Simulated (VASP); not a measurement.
## Sb: single point with LDA

Crystal: Sb.

```
CELL_PARAMETERS angstrom
-1.56327 1.56327 1.56327
1.56327 -1.56327 1.56327
1.56327 1.56327 -1.56327
ATOMIC_POSITIONS crystal
Sb 0.00000 0.00000 0.00000
```

This cell differs from its parent crystal: volume scaled by 0.6.

```
Program                : VASP 6.6.1
Task                   : single point
Functional             : LDA
Potentials or basis    : VASP PAW LDA potentials, release 64 (Sb)
Cutoff                 : 520 eV
k mesh                 : 14 × 14 × 14
Occupations            : fermi-dirac, width 0.08 eV
Spin                   : no spin polarisation
Dipole correction      : no
Further INCAR settings : ALGO = Normal; EDIFF = 1e-06; NBANDS = 8
```

```json
{"Pressure": "122.4 GPa"}
```

Levels at points of the mesh, in eV from the Fermi level:
```
           k point  band 1  band 2  band 3  band 4  band 5  band 6  band 7  band 8
(0.00, 0.00, 0.00)  -19.21   11.17   11.17   11.17   11.30   11.30   11.30   12.13
(0.50, 0.00, 0.00)  -10.71  -10.41    2.88    4.57    7.49    8.78   16.77   17.35
(0.50, 0.50, 0.50)   -4.01   -4.01   -4.01   -2.12    1.52    1.52   18.85   18.85
```

It took 6.7 s on 1 thread of AMD EPYC 7R13 Processor (Zen 3) (shared host), peak memory 0.09 GiB.

Caveat: spin-orbit coupling is left out, which moves the levels of the heavy elements.
